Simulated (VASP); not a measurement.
# BiH4 (P4/mmm) in VASP: a series of runs, part 2 of 4

VASP 6.6.1. The steps go on from the part before.

**3. Single point, PBE**

This run uses another cell than the first one, of 12.21 Å³/atom.

INCAR reads:

```
SYSTEM = BiH4
PREC     = Accurate       ! precision mode
ENCUT    = 520            ! plane-wave cutoff, eV
EDIFF    = 1E-7           ! SCF threshold, eV
ISMEAR   = 0              ! smearing method
SIGMA    = 0.1            ! smearing width, eV
LREAL    = .FALSE.        ! projectors in reciprocal space
LASPH    = .TRUE.         ! aspherical terms in the spheres
NELM     = 100            ! most SCF steps
ALGO     = Normal         ! electronic algorithm
ISIF     = 2              ! what is computed and relaxed
LWAVE    = .FALSE.        ! write WAVECAR
LCHARG   = .TRUE.         ! write CHGCAR
GGA      = PE             ! functional
LELF     = .TRUE.         ! ELF
LVHAR    = .TRUE.       
NBANDS   = 18             ! bands
```

KPOINTS reads:

```
Automatic mesh
0
G
  6 6 4
  0 0 0
```

POSCAR reads:

```
BiH4
1.0
    3.4664442800      0.0000000000      0.0000000000
    0.0000000000      3.4664442800      0.0000000000
    0.0000000000      0.0000000000      5.0802426700
Bi H
1 4
Direct
    0.0000000000      0.0000000000      0.0000000000
    0.0000000000      0.0000000000      0.5000000000
    0.5000000000      0.5000000000      0.0000000000
    0.0000000000      0.5000000000      0.5000000000
    0.5000000000      0.0000000000      0.5000000000
```

Potentials or basis: VASP PAW PBE potentials, release 64 (Bi_d, H).

The run is started by

```bash
$ cat potpaw_PBE.64/Bi_d/POTCAR potpaw_PBE.64/H/POTCAR > POTCAR
$ mpirun -np 1 vasp_std > vasp.out
```

OUTCAR:

```text
SYSTEM = BiH4
   PREC = Accurate
   ENCUT = 520
   EDIFF = 1E-7
   ISMEAR = 0
   LREAL = .FALSE.
   LASPH = .TRUE.
   NELM = 100
   ISIF = 2
   GGA = PE

 ion  position               nearest neighbor table
   1  0.000  0.000  0.000-
   2  0.000  0.000  0.500-
   3  0.500  0.500  0.000-
   4  0.000  0.500  0.500-
   5  0.500  0.000  0.500-

  LATTYP: Found a simple tetragonal cell.
 ALAT       =     3.4664442800
 C/A-ratio  =     1.4655486313

  Lattice vectors:

 A1 = (   3.4664442800,   0.0000000000,   0.0000000000)
 A2 = (   0.0000000000,   3.4664442800,   0.0000000000)
 A3 = (   0.0000000000,   0.0000000000,   5.0802426700)

Analysis of symmetry for initial positions (statically):
=====================================================================
 Subroutine PRICEL returns:
 Original cell was already a primitive cell.

 Routine SETGRP: Setting up the symmetry group for a
 simple tetragonal supercell.

 Subroutine GETGRP returns: Found 16 space group operations
 (whereof 16 operations were pure point group operations)
 out of a pool of 16 trial point group operations.

The static configuration has the point symmetry D_4h.

Analysis of symmetry for dynamics (positions and initial velocities):
=====================================================================
 Subroutine PRICEL returns:
 Original cell was already a primitive cell.

 Routine SETGRP: Setting up the symmetry group for a
 simple tetragonal supercell.

 Subroutine GETGRP returns: Found 16 space group operations
 (whereof 16 operations were pure point group operations)
 out of a pool of 16 trial point group operations.

The dynamic configuration has the point symmetry D_4h.

 Subroutine INISYM returns: Found 16 space group operations
 (whereof 16 operations are pure point group operations),
 and found     1 'primitive' translations

----------------------------------------------------------------------------------------

                                     Primitive cell

  volume of cell :      61.0454

  direct lattice vectors                    reciprocal lattice vectors
     3.466444280  0.000000000  0.000000000     0.288480044  0.000000000  0.000000000
     0.000000000  3.466444280  0.000000000     0.000000000  0.288480044  0.000000000
     0.000000000  0.000000000  5.080242670     0.000000000  0.000000000  0.196840991

  length of vectors
     3.466444280  3.466444280  5.080242670     0.288480044  0.288480044  0.196840991

  position of ions in fractional coordinates (direct lattice)
     0.000000000  0.000000000  0.000000000
     0.000000000  0.000000000  0.500000000
     0.500000000  0.500000000  0.000000000
     0.000000000  0.500000000  0.500000000
     0.500000000  0.000000000  0.500000000

  ion indices of the primitive-cell ions
   primitive index   ion index
                 1           1
                 2           2
                 3           3
                 4           4
                 5           5

----------------------------------------------------------------------------------------

 KPOINTS: Automatic mesh

Automatic generation of k-mesh.
 Grid dimensions read from file:
 generate k-points for:    6    6    4

 Generating k-lattice:

  Cartesian coordinates                     Fractional coordinates (reciprocal lattice)
     0.048080007  0.000000000  0.000000000     0.166666667  0.000000000  0.000000000
     0.000000000  0.048080007  0.000000000     0.000000000  0.166666667  0.000000000
     0.000000000  0.000000000  0.049210248     0.000000000  0.000000000  0.250000000

  Length of vectors
     0.048080007  0.048080007  0.049210248

  Shift w.r.t. Gamma in fractional coordinates (k-lattice)
     0.000000000  0.000000000  0.000000000

 Subroutine IBZKPT returns following result:
 ===========================================

 Found     30 irreducible k-points:

 Following reciprocal coordinates:
            Coordinates               Weight
  0.000000  0.000000  0.000000      1.000000
  0.166667  0.000000  0.000000      4.000000
  0.333333  0.000000  0.000000      4.000000
  0.500000  0.000000  0.000000      2.000000
  0.166667  0.166667  0.000000      4.000000
  0.333333  0.166667  0.000000      8.000000
[... 16 lines left out ...]
  0.333333  0.000000  0.500000      4.000000
  0.500000  0.000000  0.500000      2.000000
 [... further k-points ...]
   k-points           NKPTS =     30   k-points in BZ     NKDIM =     30   number of bands    NBANDS=     18
   number of dos      NEDOS =    301   number of ions     NIONS =      5
   total plane-waves  NPLWV =  31360
   dimension x,y,z NGX =    28 NGY =   28 NGZ =   40
   dimension x,y,z NGXF=    56 NGYF=   56 NGZF=   80
   ions per type =               1   4
   NGX,Y,Z   is equivalent  to a cutoff of  13.43, 13.43, 13.09 a.u.
   NGXF,Y,Z  is equivalent  to a cutoff of  26.86, 26.86, 26.18 a.u.
 SYSTEM =  BiH4
   PREC   = accura    normal or accurate (medium, high low for compatibility)
   ISTART =      0    job   : 0-new  1-cont  2-samecut
   ICHARG =      2    charge: 1-file 2-atom 10-const
   ISPIN  =      1    spin polarized calculation?
   LNONCOLLINEAR =      F non collinear calculations
   LSORBIT =      F    spin-orbit coupling
   LASPH  =      T    aspherical Exc in radial PAW
   ENCUT  =  520.0 eV  38.22 Ry    6.18 a.u.   6.45  6.45  9.45*2*pi/ulx,y,z
   NELM   =    100;   NELMIN=  2; NELMDL= -5     # of ELM steps
   EDIFF  = 0.1E-06   stopping-criterion for ELM
   LREAL  =      F    real-space projection
   EDIFFG = 0.1E-05   stopping-criterion for IOM
   NSW    =      0    number of steps for IOM
   IBRION =     -1    ionic relax: 0-MD 1-quasi-New 2-CG
   NFREE  =      0    steps in history (QN), initial steepest desc. (CG)
   ISIF   =      2    stress and relaxation
   ISYM   =      2    0-nonsym 1-usesym 2-fastsym
   POTIM  = 0.5000    time-step for ionic-motion
   TEBEG  =    0.0;   TEEND  =   0.0 temperature during run
   PSTRESS=    0.0 pullay stress
   NELECT =      19.0000    total number of electrons
   NUPDOWN=      -1.0000    fix difference up-down
   EMIN   =  10.00;   EMAX   =-10.00  energy-range for DOS
   EFERMI =   0.00;   METHOD = LEGACY
   ISMEAR =     0;   SIGMA  =   0.10  broadening in eV -4-tet -1-fermi 0-gaus
   EFERMI_NEDOS =   21; number of points for ismear=-14 and -15
   IALGO  =     38    algorithm
   IMIX   =      4    mixing-type and parameters
     AMIX     =   0.40;   BMIX     =  1.00
     AMIX_MAG =   1.60;   BMIX_MAG =  1.00
  volume/ion in A,a.u.               =      12.21        82.39
  Fermi-wavevector in a.u.,A,eV,Ry     =   1.109452  2.096560 16.747181  1.230883
  Thomas-Fermi vector in A             =   2.245991
   LORBIT       =      0    0 simple, 1 ext, 2 COOP (PROOUT), +10 PAW based schemes
   GGA     = PE    functional components
   LHFCALC =     F    Hartree Fock is set to
   AEXX    =    0.0000 exact exchange contribution
   IVDW    =     0    specifies the selected vdW correction
   LEPSILON=     F    determine dielectric tensor
   LRPA    =     F    only Hartree local field effects (RPA)
 non-spin polarized calculation
 Gauss-broadening in eV      SIGMA  =   0.10
  energy-cutoff  :      520.00
  volume of cell :       61.05
 maximum number of plane-waves:      1667
 NGX is ok and might be reduce to    28
   NGX = 13   NGY = 13   NGZ = 19

 number of electron      19.0000002 magnetization

 Free energy of the ion-electron system (eV)
  ---------------------------------------------------
  ext. energy  EPLUGINS =         0.00000000
  ---------------------------------------------------
  free energy    TOTEN  =       -11.90923639 eV

  energy without entropy =      -11.89709931  energy(sigma->0) =      -11.90316785

 E-fermi :   2.9891     XC(G=0):  -8.9664

 val. band max:        2.9769832057   @ k =   0.5000   0.5000   0.0000
 cond. band min:       3.0171069493   @ k =   0.3333   0.3333   0.2500
 fundamental gap:      0.0401237436
 Fermi energy:         2.9890906310

 k-point     1 :       0.0000    0.0000    0.0000
  band No.  band energies     occupation
      1     -20.5501      2.00000
      2     -20.4531      2.00000
      3     -20.3749      2.00000
      4     -20.3749      2.00000
      5     -20.3629      2.00000
      6      -9.7366      2.00000
[... 481 lines left out ...]
      5     -20.3480      2.00000
      6      -7.8394      2.00000
[... 10 lines left out ...]
     17      13.3102      0.00000
     18      13.3929      0.00000

 [... further k-points ...]

------------------------ aborting loop because EDIFF is reached ----------------------------------------

  FORCE on cell =-STRESS in cart. coord.  units (eV):
  Direction    XX          YY          ZZ          XY          YZ          ZX
  --------------------------------------------------------------------------------------
  -------------------------------------------------------------------------------------
  Total       -3.2055695     -3.2055695     -3.5438673      0.0000000     -0.0000000      0.0000000
  in kB      -84.1323207    -84.1323207    -93.0111758      0.0000000     -0.0000000      0.0000000
  external PRESSURE =     -87.0919391 kB  Pullay stress =       0.0000000 kB

 VOLUME and BASIS-vectors are now :
 -----------------------------------------------------------------------------
  energy-cutoff  :      520.00
  volume of cell :       61.05
      direct lattice vectors                 reciprocal lattice vectors
     3.466444280  0.000000000  0.000000000     0.288480044  0.000000000  0.000000000
     0.000000000  3.466444280  0.000000000     0.000000000  0.288480044  0.000000000
     0.000000000  0.000000000  5.080242670     0.000000000  0.000000000  0.196840991

 POSITION                                       TOTAL-FORCE (eV/Angst)
 -----------------------------------------------------------------------------------
      0.00000      0.00000      0.00000         0.000000      0.000000      0.000000
      0.00000      0.00000      2.54012         0.000000      0.000000      0.000000
      1.73322      1.73322      0.00000         0.000000      0.000000      0.000000
      0.00000      1.73322      2.54012         0.000000      0.000000      0.000000
      1.73322      0.00000      2.54012         0.000000      0.000000      0.000000
 -----------------------------------------------------------------------------------
    total drift:                               -0.000000     -0.000000     -0.000000

  FREE ENERGIE OF THE ION-ELECTRON SYSTEM (eV)
  ---------------------------------------------------
  free  energy   TOTEN  =       -11.9092363941 eV

  energy  without entropy=      -11.8970993068  energy(sigma->0) =      -11.90316785
```

It took 25 s on 1 thread of Intel Xeon Platinum 8488C (Sapphire Rapids), shared host; peak memory 0.18 GiB.

What came out:

| Quantity | Value |
| --- | --- |
| Free energy | -11.9092 eV |
| Pressure | -8.7 GPa |
| Band gap on the k mesh | zero (an odd number of electrons rules out a gap without spin polarisation) |

Levels at points of the mesh, in eV from the Fermi level:
```csv
k point,band 6,band 7,band 8,band 9,band 10,band 11,band 12,band 13
"(0.00, 0.00, 0.00)",-12.73,-5.72,-2.09,-0.35,1.32,2.19,2.19,4.58
"(0.50, 0.00, 0.00)",-11.07,-6.39,-4.04,-1.55,-0.54,3.51,3.81,4.20
"(0.50, 0.50, 0.00)",-9.71,-3.49,-3.49,-2.88,-1.80,-0.01,-0.01,0.90
"(0.00, 0.00, 0.50)",-12.49,-7.39,-0.25,1.38,1.72,2.36,2.36,3.87
"(0.50, 0.00, 0.50)",-10.83,-6.13,-5.76,-2.39,2.78,3.81,3.91,3.98
"(0.50, 0.50, 0.50)",-9.51,-3.76,-2.81,-2.68,-2.68,-1.56,-1.56,4.73
```

Caveat: the cell stands under tension; spin-orbit coupling is left out, which moves the levels of the heavy elements.

[end of part 2 of 4]
